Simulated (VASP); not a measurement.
# Se (Im-3m) in VASP: a series of runs

Se is run at these levels: r2SCAN+rVV10; tasks: single point, relaxation of cell and atoms.

All numbers are computed with VASP 6.6.1; they aren't measurements. Logs are shortened: lines on timing, memory, paths and dates and some standing lists are left out, and cuts for length are marked.

## Step 1: The cell of the first run

It takes space group Im-3m (No. 229, cubic). Conventional cell: a = 2.883 Å, b = 2.883 Å, c = 2.883 Å, α = 90.00°, β = 90.00°, γ = 90.00°. Se (site symmetry m-3m) has 14 Se at 2.50 to 2.88 Å within 3.3 Å.

## Step 2: Single point, r2SCAN+rVV10

POSCAR

```
Se
1.0
   -1.4414205561      1.4414205561      1.4414205561
    1.4414205561     -1.4414205561      1.4414205561
    1.4414205561      1.4414205561     -1.4414205561
Se
1
Direct
    0.0000000000      0.0000000000      0.0000000000
```

INCAR.step1

```
PREC = Accurate
ENCUT = 520
ISMEAR = 0
SIGMA = 0.1
LREAL = False
LASPH = True
NELM = 100
NBANDS = 9
GGA = PE
ALGO = Normal
EDIFF = 1E-4
LWAVE = True
LCHARG = False
```

INCAR.step2

```
PREC = Accurate
ENCUT = 520
EDIFF = 1E-7
ISMEAR = 0
SIGMA = 0.1
LREAL = False
LASPH = True
NELM = 100
ALGO = Normal
ISIF = 2
LWAVE = False
LCHARG = False
METAGGA = R2SCAN
LMIXTAU = True
LUSE_VDW = True
IVDW_NL = 2
BPARAM = 11.95
CPARAM = 0.0093
NBANDS = 9
ISTART = 1
```

KPOINTS

```
regular mesh
0
Gamma
  20 20 20
```

Potentials or basis: VASP PAW PBE potentials, release 64 (Se).

The run is started by

```console
$ cat potpaw_PBE.64/Se/POTCAR > POTCAR
$ cp INCAR.step1 INCAR
$ mpirun -np 1 vasp_std > vasp.out
$ cp INCAR.step2 INCAR
$ mpirun -np 1 vasp_std > vasp.out
```

OUTCAR:

```text
PREC = Accurate
   ENCUT = 520
   EDIFF = 1E-7
   ISMEAR = 0
   LREAL = False
   LASPH = True
   NELM = 100
   ISIF = 2
   METAGGA = R2SCAN
   IVDW_NL = 2
   BPARAM = 11.95
   ISTART = 1

 ion  position               nearest neighbor table
   1  0.000  0.000  0.000-

  LATTYP: Found a body centered cubic cell.
 ALAT       =     2.8828411122

  Lattice vectors:

 A1 = (  -1.4414205561,   1.4414205561,   1.4414205561)
 A2 = (   1.4414205561,  -1.4414205561,   1.4414205561)
 A3 = (   1.4414205561,   1.4414205561,  -1.4414205561)

Analysis of symmetry for initial positions (statically):
=====================================================================
 Subroutine PRICEL returns:
 Original cell was already a primitive cell.

 Routine SETGRP: Setting up the symmetry group for a
 body centered cubic supercell.

 Subroutine GETGRP returns: Found 48 space group operations
 (whereof 48 operations were pure point group operations)
 out of a pool of 48 trial point group operations.

The static configuration has the point symmetry O_h .

Analysis of symmetry for dynamics (positions and initial velocities):
=====================================================================
 Subroutine PRICEL returns:
 Original cell was already a primitive cell.

 Routine SETGRP: Setting up the symmetry group for a
 body centered cubic supercell.

 Subroutine GETGRP returns: Found 48 space group operations
 (whereof 48 operations were pure point group operations)
 out of a pool of 48 trial point group operations.

The dynamic configuration has the point symmetry O_h .

 Subroutine INISYM returns: Found 48 space group operations
 (whereof 48 operations are pure point group operations),
 and found     1 'primitive' translations

----------------------------------------------------------------------------------------

                                     Primitive cell

  volume of cell :      11.9793

  direct lattice vectors                    reciprocal lattice vectors
    -1.441420556  1.441420556  1.441420556     0.000000000  0.346880026  0.346880026
     1.441420556 -1.441420556  1.441420556     0.346880026  0.000000000  0.346880026
     1.441420556  1.441420556 -1.441420556     0.346880026  0.346880026  0.000000000

  length of vectors
     2.496613638  2.496613638  2.496613638     0.490562437  0.490562437  0.490562437

  position of ions in fractional coordinates (direct lattice)
     0.000000000  0.000000000  0.000000000

  ion indices of the primitive-cell ions
   primitive index   ion index
                 1           1

----------------------------------------------------------------------------------------

 KPOINTS: regular mesh

Automatic generation of k-mesh.
 Grid dimensions read from file:
 generate k-points for:   20   20   20

 Generating k-lattice:

  Cartesian coordinates                     Fractional coordinates (reciprocal lattice)
     0.000000000  0.017344001  0.017344001     0.050000000  0.000000000  0.000000000
     0.017344001  0.000000000  0.017344001     0.000000000  0.050000000  0.000000000
     0.017344001  0.017344001  0.000000000     0.000000000  0.000000000  0.050000000

  Length of vectors
     0.024528122  0.024528122  0.024528122

  Shift w.r.t. Gamma in fractional coordinates (k-lattice)
     0.000000000  0.000000000  0.000000000

 Subroutine IBZKPT returns following result:
 ===========================================

 Found    256 irreducible k-points:

 Following reciprocal coordinates:
            Coordinates               Weight
  0.000000  0.000000  0.000000      1.000000
  0.050000  0.000000  0.000000     12.000000
  0.100000  0.000000  0.000000     12.000000
  0.150000  0.000000  0.000000     12.000000
  0.200000  0.000000  0.000000     12.000000
  0.250000  0.000000  0.000000     12.000000
[... 16 lines left out ...]
  0.200000  0.100000  0.000000     48.000000
  0.250000  0.100000  0.000000     48.000000
 [... further k-points ...]
   k-points           NKPTS =    256   k-points in BZ     NKDIM =    256   number of bands    NBANDS=      9
   number of dos      NEDOS =    301   number of ions     NIONS =      1
   total plane-waves  NPLWV =   8000
   dimension x,y,z NGX =    20 NGY =   20 NGZ =   20
   dimension x,y,z NGXF=    40 NGYF=   40 NGZF=   40
   ions per type =               1
   NGX,Y,Z   is equivalent  to a cutoff of  13.32, 13.32, 13.32 a.u.
   NGXF,Y,Z  is equivalent  to a cutoff of  26.64, 26.64, 26.64 a.u.
 SYSTEM =  unknown system
   PREC   = accura    normal or accurate (medium, high low for compatibility)
   ISTART =      1    job   : 0-new  1-cont  2-samecut
   ICHARG =      0    charge: 1-file 2-atom 10-const
   ISPIN  =      1    spin polarized calculation?
   LNONCOLLINEAR =      F non collinear calculations
   LSORBIT =      F    spin-orbit coupling
   LASPH  =      T    aspherical Exc in radial PAW
   ENCUT  =  520.0 eV  38.22 Ry    6.18 a.u.   4.64  4.64  4.64*2*pi/ulx,y,z
   NELM   =    100;   NELMIN=  2; NELMDL=  0     # of ELM steps
   EDIFF  = 0.1E-06   stopping-criterion for ELM
   LREAL  =      F    real-space projection
   EDIFFG = 0.1E-05   stopping-criterion for IOM
   NSW    =      0    number of steps for IOM
   IBRION =     -1    ionic relax: 0-MD 1-quasi-New 2-CG
   NFREE  =      0    steps in history (QN), initial steepest desc. (CG)
   ISIF   =      2    stress and relaxation
   ISYM   =      2    0-nonsym 1-usesym 2-fastsym
   POTIM  = 0.5000    time-step for ionic-motion
   TEBEG  =    0.0;   TEEND  =   0.0 temperature during run
   PSTRESS=    0.0 pullay stress
   NELECT =       6.0000    total number of electrons
   NUPDOWN=      -1.0000    fix difference up-down
   EMIN   =  10.00;   EMAX   =-10.00  energy-range for DOS
   EFERMI =   0.00;   METHOD = LEGACY
   ISMEAR =     0;   SIGMA  =   0.10  broadening in eV -4-tet -1-fermi 0-gaus
   EFERMI_NEDOS =   21; number of points for ismear=-14 and -15
   IALGO  =     38    algorithm
   IMIX   =      4    mixing-type and parameters
     AMIX     =   0.40;   BMIX     =  1.00
     AMIX_MAG =   1.60;   BMIX_MAG =  1.00
  volume/ion in A,a.u.               =      11.98        80.84
  Fermi-wavevector in a.u.,A,eV,Ry     =   1.300113  2.456858 22.997855  1.690295
  Thomas-Fermi vector in A             =   2.431333
   LORBIT       =      0    0 simple, 1 ext, 2 COOP (PROOUT), +10 PAW based schemes
   METAGGA = R2SCAN    functional components
   LHFCALC =     F    Hartree Fock is set to
   AEXX    =    0.0000 exact exchange contribution
   IVDW_NL    =     2    kernel type
   BPARAM     =11.9500
   IVDW    =     0    specifies the selected vdW correction
   LEPSILON=     F    determine dielectric tensor
   LRPA    =     F    only Hartree local field effects (RPA)
 non-spin polarized calculation
 Gauss-broadening in eV      SIGMA  =   0.10
  energy-cutoff  :      520.00
  volume of cell :       11.98
 maximum number of plane-waves:       336
   NGX =  9   NGY =  9   NGZ =  9

 number of electron       5.9999999 magnetization

 Free energy of the ion-electron system (eV)
  ---------------------------------------------------
  ext. energy  EPLUGINS =         0.00000000
  ---------------------------------------------------
  free energy    TOTEN  =       -11.48595237 eV

  energy without entropy =      -11.48378183  energy(sigma->0) =      -11.48486710

 E-fermi :  13.7461     XC(G=0): -13.9579

 val. band max:       13.7395116504   @ k =  -0.4500   0.4500   0.0500
 cond. band min:      13.7709191317   @ k =   0.4000   0.0500   0.0000
 fundamental gap:      0.0314074813
 Fermi energy:        13.7461219679

 k-point     1 :       0.0000    0.0000    0.0000
  band No.  band energies     occupation
      1      -9.9959      2.00000
      2      20.7550      0.00000
      3      20.7550      0.00000
      4      20.7550      0.00000
      5      27.9360      0.00000
      6      27.9360      0.00000
      7      27.9360      0.00000
      8      32.2927      0.00000
      9      32.2927      0.00000

 k-point     2 :       0.0500    0.0000    0.0000
  band No.  band energies     occupation
      1      -9.9028      2.00000
      2      20.0419      0.00000
      3      20.3682      0.00000
      4      20.6775      0.00000
      5      27.4775      0.00000
      6      27.8450      0.00000
      7      28.4820      0.00000
      8      30.9523      0.00000
      9      31.5838      0.00000

 k-point     3 :       0.1000    0.0000    0.0000
  band No.  band energies     occupation
      1      -9.6239      2.00000
      2      18.2462      0.00000
      3      19.4572      0.00000
      4      20.4509      0.00000
      5      26.4950      0.00000
      6      27.1693      0.00000
      7      29.8712      0.00000
      8      30.5560      0.00000
      9      30.9339      0.00000

 k-point     4 :       0.1500    0.0000    0.0000
  band No.  band energies     occupation
      1      -9.1594      2.00000
      2      15.9107      0.00000
      3      18.3758      0.00000
      4      20.0965      0.00000
      5      25.4186      0.00000
      6      26.1019      0.00000
      7      30.6504      0.00000
      8      30.9847      0.00000
      9      31.7502      0.00000
[... 205 lines left out ...]
 k-point    22 :       0.1500    0.1000    0.0000
  band No.  band energies     occupation
      1      -8.2331      2.00000
      2      13.2148      2.00000
      3      15.8433      0.00000
      4      18.5617      0.00000
      5      25.0695      0.00000
      6      26.3552      0.00000
      7      29.7493      0.00000
      8      32.4315      0.00000
      9      34.4434      0.00000

 k-point    23 :       0.2000    0.1000    0.0000
  band No.  band energies     occupation
      1      -7.4033      2.00000
      2      10.8808      2.00000
      3      14.6878      0.00000
      4      17.9412      0.00000
      5      24.4281      0.00000
      6      26.0691      0.00000
      7      29.8966      0.00000
      8      34.1164      0.00000
      9      35.7232      0.00000

 k-point    24 :       0.2500    0.1000    0.0000
  band No.  band energies     occupation
      1      -6.3964      2.00000
      2       8.4992      2.00000
      3      13.7815      0.61657
      4      17.3777      0.00000
      5      23.8177      0.00000
      6      25.8023      0.00000
      7      30.2983      0.00000
      8      35.6818      0.00000
      9      37.5206      0.00000

 [... further k-points ...]
[... 5 lines left out ...]
  --------------------------------------------------------------------------------------
  -------------------------------------------------------------------------------------
  Total        9.4669437      9.4669437      9.4669437      0.0000000      0.0000000      0.0000000
  in kB     1266.1590101   1266.1590101   1266.1590101      0.0000000      0.0000000      0.0000000
  external PRESSURE =    1266.1590101 kB  Pullay stress =       0.0000000 kB

 VOLUME and BASIS-vectors are now :
 -----------------------------------------------------------------------------
  energy-cutoff  :      520.00
  volume of cell :       11.98
      direct lattice vectors                 reciprocal lattice vectors
    -1.441420556  1.441420556  1.441420556     0.000000000  0.346880026  0.346880026
     1.441420556 -1.441420556  1.441420556     0.346880026  0.000000000  0.346880026
     1.441420556  1.441420556 -1.441420556     0.346880026  0.346880026  0.000000000

 POSITION                                       TOTAL-FORCE (eV/Angst)
 -----------------------------------------------------------------------------------
      0.00000      0.00000      0.00000         0.000000     -0.000000      0.000000
 -----------------------------------------------------------------------------------
    total drift:                                0.000000      0.000000      0.000000

  FREE ENERGIE OF THE ION-ELECTRON SYSTEM (eV)
  ---------------------------------------------------
  free  energy   TOTEN  =       -11.4859523685 eV

  energy  without entropy=      -11.4837818328  energy(sigma->0) =      -11.48486710
```

Run time: 74 s. Hardware: 1 thread of Intel Xeon Platinum 8488C (Sapphire Rapids), shared host; peak memory 0.2 GiB.

Results:

* Free energy: -11.4860 eV
* Pressure: 126.6 GPa
* Band gap on the k mesh: zero (band 3 reaches 20.75 eV, above the bottom of band 4 at 5.75 eV)

Caveat: the PAW data sets were made with another functional, which shifts forces and pressure a little.

## Step 3: Relaxation of cell and atoms, r2SCAN+rVV10, target pressure 125 GPa, at which the enthalpy is minimised

This run uses another cell than the first one, of 12.01 Å³/atom, 1.002 times its volume.

POSCAR

```
Se
1.0
   -1.4425857258      1.4425857258      1.4425857258
    1.4425857258     -1.4425857258      1.4425857258
    1.4425857258      1.4425857258     -1.4425857258
Se
1
Direct
    0.0000000000      0.0000000000      0.0000000000
```

INCAR.step1

```
SYSTEM = Se
  PREC = Accurate
  ENCUT = 600
  ISMEAR = 0
  SIGMA = 0.1
  LREAL = .False.
  LASPH = .True.
  NELM = 100
  GGA = PE
  ALGO = Normal
  EDIFF = 1E-4
  LWAVE = .True.
  LCHARG = .False.
```

INCAR.step2

```
SYSTEM = Se
  PREC = Accurate
  ENCUT = 600
  EDIFF = 1E-6
  ISMEAR = 0
  SIGMA = 0.1
  LREAL = .False.
  LASPH = .True.
  NELM = 100
  ALGO = Normal
  ISIF = 3
  LWAVE = .False.
  LCHARG = .False.
  METAGGA = R2SCAN
  LMIXTAU = .True.
  LUSE_VDW = .True.
  IVDW_NL = 2
  BPARAM = 11.95
  CPARAM = 0.0093
  IBRION = 2
  NSW = 100
  EDIFFG = -0.002
  PSTRESS = 1250.0
  ISTART = 1
```

KPOINTS

```
Automatic mesh
0
Gamma
  20 20 20
  0 0 0
```

Potentials or basis: VASP PAW PBE potentials, release 64 (Se).

The run is started by

```console
$ cat potpaw_PBE.64/Se/POTCAR > POTCAR
$ cp INCAR.step1 INCAR
$ mpirun -np 1 vasp_std > vasp.out
$ cp INCAR.step2 INCAR
$ mpirun -np 1 vasp_std > vasp.out
```

Run time: 2 min. Hardware: 1 thread of Intel Xeon Platinum 8488C (Sapphire Rapids), shared host; peak memory 0.2 GiB.

It converged, with:

- Free energy: -11.5159 eV
- Relaxed volume: 12.02 Å³/atom
- Relaxed cell: a = 2.499 Å, b = 2.499 Å, c = 2.499 Å, α = 109.47°, β = 109.47°, γ = 109.47°
- Space group after relaxing (to 0.05 Å): Im-3m (No. 229)
- Energy change on relaxing (the enthalpy is what falls): -6.3 meV/atom
- Ionic steps: 3
- Pressure after relaxing: 125.0 GPa
- Band gap on the k mesh: zero (band 3 reaches 20.66 eV, above the bottom of band 4 at 5.72 eV)

The path:
| step | energy change (eV) | largest force (eV/Å) | pressure (GPa) | volume (Å³) |
| --- | --- | --- | --- | --- |
| 1 | 0.0000 | 0.0000 | 125.35 | 12.01 |
| 2 | -0.0353 | 0.0000 | 123.39 | 12.05 |
| 3 | -0.0063 | 0.0000 | 124.98 | 12.02 |

Final structure:
```
CELL_PARAMETERS angstrom
-1.44291 1.44291 1.44291
1.44291 -1.44291 1.44291
1.44291 1.44291 -1.44291
ATOMIC_POSITIONS crystal
Se 0.00000 0.00000 0.00000
```

Levels at points of the mesh, in eV from the Fermi level:
```tsv
k point	band 1	band 2	band 3	band 4	band 5	band 6	band 7
(0.00, 0.00, 0.00)	-23.69	6.98	6.98	6.98	14.18	14.18	14.18
(0.50, 0.00, 0.00)	-15.73	-12.76	0.27	4.03	7.73	8.44	22.56
(0.50, 0.50, 0.50)	-8.57	-6.34	-6.34	-6.34	1.21	1.21	30.32
```

Caveat: the cell is relaxed towards a set pressure, so the enthalpy falls and the energy may rise; the PAW data sets were made with another functional, which shifts forces and pressure a little.

## Step 4: Single point, r2SCAN+rVV10

This run uses another cell than the first one, of 12.01 Å³/atom, 1.002 times its volume.

POSCAR is that of step 3.

INCAR.step1

```
SYSTEM = Se
PREC     = Accurate       ! precision mode
ENCUT    = 520            ! plane-wave cutoff, eV
ISMEAR   = 0              ! smearing method
SIGMA    = 0.1            ! smearing width, eV
LREAL    = .False.        ! projectors in reciprocal space
LASPH    = .True.         ! aspherical terms in the spheres
NELM     = 100            ! most SCF steps
NBANDS   = 9              ! bands
GGA      = PE             ! functional
ALGO     = Normal         ! electronic algorithm
EDIFF    = 1E-4           ! SCF threshold, eV
LWAVE    = .True.         ! write WAVECAR
LCHARG   = .False.        ! write CHGCAR
```

INCAR.step2

```
SYSTEM = Se
PREC     = Accurate       ! precision mode
ENCUT    = 520            ! plane-wave cutoff, eV
EDIFF    = 1E-6           ! SCF threshold, eV
ISMEAR   = 0              ! smearing method
SIGMA    = 0.1            ! smearing width, eV
LREAL    = .False.        ! projectors in reciprocal space
LASPH    = .True.         ! aspherical terms in the spheres
NELM     = 100            ! most SCF steps
ALGO     = Normal         ! electronic algorithm
ISIF     = 2              ! what is computed and relaxed
LWAVE    = .False.        ! write WAVECAR
LCHARG   = .True.         ! write CHGCAR
METAGGA  = R2SCAN         ! meta-GGA
LMIXTAU  = .True.       
LUSE_VDW = .True.       
IVDW_NL  = 2            
BPARAM   = 11.95        
CPARAM   = 0.0093       
LELF     = .True.         ! ELF
LVHAR    = .True.       
NBANDS   = 9              ! bands
ISTART   = 1
```

KPOINTS

```
Automatic mesh
0
Gamma
  18 18 18
  0 0 0
```

The run is started by

```console
$ cat potpaw_PBE.64/Se/POTCAR > POTCAR
$ cp INCAR.step1 INCAR
$ mpirun -np 1 vasp_std > vasp.out
$ cp INCAR.step2 INCAR
$ mpirun -np 1 vasp_std > vasp.out
```

Run time: 54 s. Hardware: 1 thread of Intel Xeon Platinum 8488C (Sapphire Rapids), shared host; peak memory 0.19 GiB.

It converged, with:

| Quantity | Value |
| --- | --- |
| Free energy | -11.5066 eV |
| Pressure | 126.6 GPa |
| Band gap on the k mesh | zero (band 3 reaches 20.68 eV, above the bottom of band 4 at 6.83 eV) |

Levels at points of the mesh, in eV from the Fermi level:
| k point | band 1 | band 2 | band 3 | band 4 | band 5 | band 6 | band 7 |
| --- | --- | --- | --- | --- | --- | --- | --- |
| (0.00, 0.00, 0.00) | -23.62 | 7.07 | 7.07 | 7.07 | 14.27 | 14.27 | 14.27 |
| (0.50, 0.00, 0.00) | -15.65 | -12.68 | 0.36 | 4.11 | 7.82 | 8.52 | 22.65 |
| (0.50, 0.50, 0.50) | -8.48 | -6.25 | -6.25 | -6.25 | 1.28 | 1.28 | 30.43 |

Caveat: the PAW data sets were made with another functional, which shifts forces and pressure a little.

## Step 5: Summary

```csv
task,cell,k mesh,cutoff (eV),gap on the mesh (eV),pressure (GPa)
single point,"a = 2.497 Å, angles 109.5°, 1 atom",20 × 20 × 20,520,none,126.6
relaxation of cell and atoms,"relaxed to 125 GPa from a = 2.499 Å, angles 109.5°, 1 atom",20 × 20 × 20,600,none,125.0
single point,"a = 2.499 Å, angles 109.5°, 1 atom",18 × 18 × 18,520,none,126.6
```

Alike in all rows: level r2SCAN+rVV10; potentials or basis VASP PAW PBE potentials, release 64 (Se); no spin polarisation; smearing gaussian 0.1 eV.

Caveats: the PAW data sets were made with another functional, which shifts forces and pressure a little; the cell is relaxed towards a set pressure, so the enthalpy falls and the energy may rise (some runs).

Total energies depend on the potentials used, so only differences within one code and one set of settings carry meaning.
